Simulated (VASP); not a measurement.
# H: single point with PBE

H:

```
CELL_PARAMETERS angstrom
1.60990 -2.67015 0.19121
1.40273 2.54513 -0.07070
0.23077 -0.30268 6.46631
ATOMIC_POSITIONS crystal
H 0.57159 0.43344 0.00098
H 0.42841 0.56656 0.99902
H 0.42423 0.56555 0.50470
H 0.57577 0.43445 0.49530
```

This cell differs from its parent crystal: strained and its atoms moved.

```json
{"Program": "VASP 6.6.1", "Task": "single point", "Functional": "PBE", "Potentials or basis": "VASP PAW PBE potentials, release 64 (H)", "Cutoff": "520 eV", "k mesh": "8 × 8 × 4", "Occupations": "gaussian, width 0.02 eV", "Spin": "no spin polarisation"}
```

The pressure is 1.3 GPa. The largest force is 0.909 eV/Å and the band gap on the k mesh is 8.25 eV.

Forces on the atoms (eV/Å):
```
H    0.061 -0.905  0.065
H   -0.061  0.905 -0.065
H   -0.037  0.392  0.014
H    0.037 -0.392 -0.014
```

Stress tensor (GPa, compression positive):
```
 0.57 -0.07  0.03
-0.07  3.39 -0.16
 0.03 -0.16  0.00
```

Levels at points of the mesh, in eV from the valence-band top:
```
           k point  band 1  band 2  band 3  band 4  band 5  band 6
(0.00, 0.00, 0.00)   -2.31   -1.67    8.96   12.74   17.57   18.04
(0.50, 0.00, 0.00)   -0.87   -0.48    9.22   11.02   13.56   15.12
(0.00, 0.50, 0.00)   -0.52   -0.13    9.81   11.73   14.07   15.76
(0.50, 0.50, 0.00)   -0.44   -0.06    8.25    9.79   14.05   15.17
(0.00, 0.00, 0.50)   -2.03   -1.99   10.54   10.58   17.77   17.80
(0.50, 0.00, 0.50)   -0.72   -0.65    9.91   10.00   14.64   14.65
(0.00, 0.50, 0.50)   -0.37   -0.30   10.52   10.55   15.30   15.41
(0.50, 0.50, 0.50)   -0.29   -0.22    8.85    8.93   15.08   15.08
```

Run time: 37 s on 1 thread of Intel Xeon 6975P-C, with other jobs on the host, peak memory 0.19 GiB.

Caveat: the cell differs from its parent crystal (strained and its atoms moved). A k mesh can miss the band edges.
